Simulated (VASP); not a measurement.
A run of VASP 6.6.1 is set up as follows.

INCAR

```
PREC = Accurate ; ENCUT = 600
EDIFF = 1E-6 ; ISMEAR = 0
SIGMA = 0.02 ; LREAL = False
LASPH = True ; NELM = 100
ALGO = Normal ; ISIF = 3
LWAVE = False ; LCHARG = False
GGA = PS ; IBRION = 2
NSW = 70 ; EDIFFG = -0.008
PSTRESS = 500.0
```

KPOINTS

```
regular mesh
0
Gamma
  12 12 12
```

File POSCAR:

```
BN
1.0
    1.2003538421      0.6930246139      2.5006567416
   -1.2003538421      0.6930246139      2.5006567416
    0.0000000000     -1.3860492278      2.5006567416
B N
1 1
Direct
    1.0027391547      1.0027391547      1.0027391547
    0.3296938453      0.3296938453      0.3296938453
```

Potentials or basis: VASP PAW PBE potentials, release 64 (B, N).

Launch:

```bash
$ cat potpaw_PBE.64/B/POTCAR potpaw_PBE.64/N/POTCAR > POTCAR
$ mpirun -np 1 vasp_std > vasp.out
```

Q: What does it give for the relaxed volume?

A: 5.27 Å³/atom.

Q: Predict the band gap on the k mesh.

A: 4.38 eV (least direct gap 9.29 eV).

Q: Estimate the space group after relaxing (to 0.1 Å).

A: F-43m (No. 216).

Q: What does it give for the relaxed cell?

A: a = 2.462 Å, b = 2.462 Å, c = 2.462 Å, α = 59.99°, β = 59.99°, γ = 59.99°.

Step by step:
```tsv
step	energy change (eV)	largest force (eV/Å)	pressure (GPa)	volume (Å³)
1	0.0000	0.1323	61.29	12.48
2	-0.1758	0.3438	11.95	13.27
3	-0.1294	0.1875	40.84	12.77
4	-0.0375	0.3495	44.94	12.37
5	0.0902	0.7049	50.93	11.90
6	0.1092	0.8974	51.45	11.71
7	-0.0004	2.2689	49.61	11.13
8	0.0166	4.0494	91.67	9.97
9	-0.1426	2.8186	52.46	10.77
10	-0.3204	1.5448	60.83	10.37
11	-0.2711	0.3528	71.85	10.17
12	-0.3107	0.5975	66.35	10.26
13	-0.2940	2.6001	59.44	10.44
14	-0.3321	0.0890	63.84	10.30
15	-0.4273	0.0241	49.40	10.56
16	-0.4305	0.0272	48.88	10.57
17	-0.4260	0.0236	49.71	10.55
18	-0.4240	0.0220	50.05	10.55
19	-0.4242	0.0053	50.03	10.55
```

Caveat: the cell is relaxed towards a set pressure, so the run minimises the enthalpy, not the energy; the volume moved by over 15 % at a fixed basis, so the end points are rough; the PAW data sets were made with another functional, which shifts forces and pressure a little. A k mesh can miss the band edges.
